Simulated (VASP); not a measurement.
Wanted: the native input for a VASP 6.6.1 run.

* Task: single point
* Functional: r2SCAN
* Potentials or basis: VASP PAW PBE potentials, release 64 (Si)
* Cutoff: 520 eV
* k mesh: 20 × 20 × 20
* Occupations: gaussian, width 0.05 eV
* Spin: no spin polarisation
* Dipole correction: no
* Further INCAR settings: ALGO = Normal; EDIFF = 1e-06; NBANDS = 11

Si:

```xyz
2
Lattice="-2.2793 2.2793 1.2327 2.2793 -2.2793 1.2327 2.2793 2.2793 -1.2327" Properties=species:S:1:pos:R:3 pbc="T T T"
Si    2.2793    0.0000    0.6163
Si    0.0000    0.0000    1.2327
```

The input as run:

POSCAR

```
Si
1.0
   -2.2792894931      2.2792894931      1.2326576317
    2.2792894931     -2.2792894931      1.2326576317
    2.2792894931      2.2792894931     -1.2326576317
Si
2
Direct
    0.2500000000      0.7500000000      0.5000000000
    0.5000000000      0.5000000000      0.0000000000
```

INCAR.step1

```
PREC = Accurate
ENCUT = 520
ISMEAR = 0
SIGMA = 0.05
LREAL = F
LASPH = T
NELM = 80
NBANDS = 11
GGA = PE
ALGO = Normal
EDIFF = 1E-4
LWAVE = T
LCHARG = F
```

INCAR.step2

```
PREC = Accurate
ENCUT = 520
EDIFF = 1E-6
ISMEAR = 0
SIGMA = 0.05
LREAL = F
LASPH = T
NELM = 80
ALGO = Normal
ISIF = 2
LWAVE = F
LCHARG = T
METAGGA = R2SCAN
LMIXTAU = T
LELF = T
LVHAR = T
NBANDS = 11
ISTART = 1
```

KPOINTS

```
regular mesh
0
Gamma
  20 20 20
```

Potentials or basis: VASP PAW PBE potentials, release 64 (Si).

Run with:

```console
$ cat potpaw_PBE.64/Si/POTCAR > POTCAR
$ cp INCAR.step1 INCAR
$ mpirun -np 1 vasp_std > vasp.out
$ cp INCAR.step2 INCAR
$ mpirun -np 1 vasp_std > vasp.out
```

Results of the run:

| Quantity | Value |
| --- | --- |
| Pressure | 28.0 GPa |
| Band gap on the k mesh | zero (bands 4 and 5 overlap by 7.83 eV) |

Caveat: the cell stands under pressure; the PAW data sets were made with another functional, which shifts forces and pressure a little.

It took 6.7 min on 1 thread of AMD EPYC 9R45 96-Core Processor (Zen 5), on a shared host, peak memory 0.24 GiB.
